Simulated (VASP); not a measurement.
Input of a VASP 6.6.1 run:

The input POSCAR:

```
BiOs
1.0
    0.0000000000      2.8343806084      2.8343806084
    2.8343806084      0.0000000000      2.8343806084
    2.8343806084      2.8343806084      0.0000000000
Os Bi
1 1
Direct
    0.5000000000      0.5000000000      0.5000000000
    0.0000000000      0.0000000000      0.0000000000
```

INCAR.step1

```
PREC = Accurate
ENCUT = 520
ISMEAR = 0
SIGMA = 0.05
LREAL = F
LASPH = T
NELM = 60
NBANDS = 18
GGA = PE
ALGO = Normal
EDIFF = 1E-4
LWAVE = T
LCHARG = F
```

The input INCAR.step2:

```
PREC = Accurate
ENCUT = 520
EDIFF = 1E-7
ISMEAR = 0
SIGMA = 0.05
LREAL = F
LASPH = T
NELM = 60
ALGO = Normal
ISIF = 2
LWAVE = F
LCHARG = F
METAGGA = R2SCAN
LMIXTAU = T
NBANDS = 18
ISTART = 1
```

Contents of KPOINTS:

```
Automatic mesh
0
Gamma
  10 10 10
```

Potentials or basis: VASP PAW PBE potentials, release 64 (Os, Bi_d).

Run with:

```console
$ cat potpaw_PBE.64/Os/POTCAR potpaw_PBE.64/Bi_d/POTCAR > POTCAR
$ cp INCAR.step1 INCAR
$ mpirun -np 1 vasp_std > vasp.out
$ cp INCAR.step2 INCAR
$ mpirun -np 1 vasp_std > vasp.out
```

Question: Estimate the band gap on the k mesh.

Answer: Zero (an odd number of electrons rules out a gap without spin polarisation).

Question: Estimate the pressure.

Answer: -7.5 GPa.

Caveat: the cell stands under tension; the PAW data sets were made with another functional, which shifts forces and pressure a little; spin-orbit coupling is left out, which moves the levels of the heavy elements.
